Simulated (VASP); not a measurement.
# BN: single point with PBE

BN:

```
CELL_PARAMETERS angstrom
2.50399 0.00000 0.00000
-1.25200 2.16852 0.00000
0.00000 0.00000 6.66120
ATOMIC_POSITIONS crystal
B 0.26416 0.52832 0.25000
B 0.66667 0.33333 0.75000
N 0.33333 0.66667 0.75000
N 0.66667 0.33333 0.25000
```

This cell differs from its parent crystal: atom 1 (B) moved by (+0.000, -0.300) A along x and y.

- Program: VASP 6.6.1
- Task: single point
- Functional: PBE
- Potentials or basis: VASP PAW PBE potentials, release 64 (B, N)
- Cutoff: 520 eV
- k mesh: 12 × 12 × 4
- Occupations: gaussian, width 0.05 eV
- Spin: no spin polarisation
- Dipole correction: no
- Further INCAR settings: ALGO = Normal; EDIFF = 1e-06; NBANDS = 16

```json
{"Pressure": "15.0 GPa", "Largest force": "6.412 eV/Å", "Band gap on the k mesh": "2.05 eV (least direct gap 3.45 eV)"}
```

Forces on the atoms (eV/Å):
```
B    0.000  6.412  0.000
B    0.000  0.001  0.000
N    0.000 -0.010  0.000
N    0.000 -6.403  0.000
```

Stress tensor (GPa, compression positive):
```
34.20  0.00  0.00
 0.00  8.11  0.00
 0.00  0.00  2.62
```

Levels at points of the mesh, in eV from the valence-band top:
```
           k point  band 6  band 7  band 8  band 9  band 10  band 11
(0.00, 0.00, 0.00)   -3.06   -3.06    0.00    3.45     6.77     8.58
(0.50, 0.00, 0.00)   -4.18   -3.01   -2.06    2.05     3.55     6.12
(0.00, 0.50, 0.00)   -5.86   -3.96   -2.48    3.00     6.01     7.62
(0.00, 0.00, 0.50)   -3.06   -3.06    0.00    5.49     5.83     7.17
(0.50, 0.00, 0.50)   -4.19   -2.66   -2.33    2.16     2.98     6.19
(0.00, 0.50, 0.50)   -5.86   -3.76   -2.67    2.99     5.51     8.03
```

Wall time 51 s on 1 thread of Intel(R) Xeon(R) Platinum 8559C (Emerald Rapids) (shared host), peak memory 0.19 GiB.

Caveat: the cell differs from its parent crystal (atom 1 (B) moved by (+0.000, -0.300) A along x and y); the stress differs along the axes, from 3 to 34 GPa; this functional lacks dispersion, which binds layers or chains, so the pressure and a relaxed spacing across them are unreliable; forces of over 1 eV/Å act on the atoms, so gaps and moduli don't describe the material at rest. A k mesh can miss the band edges.
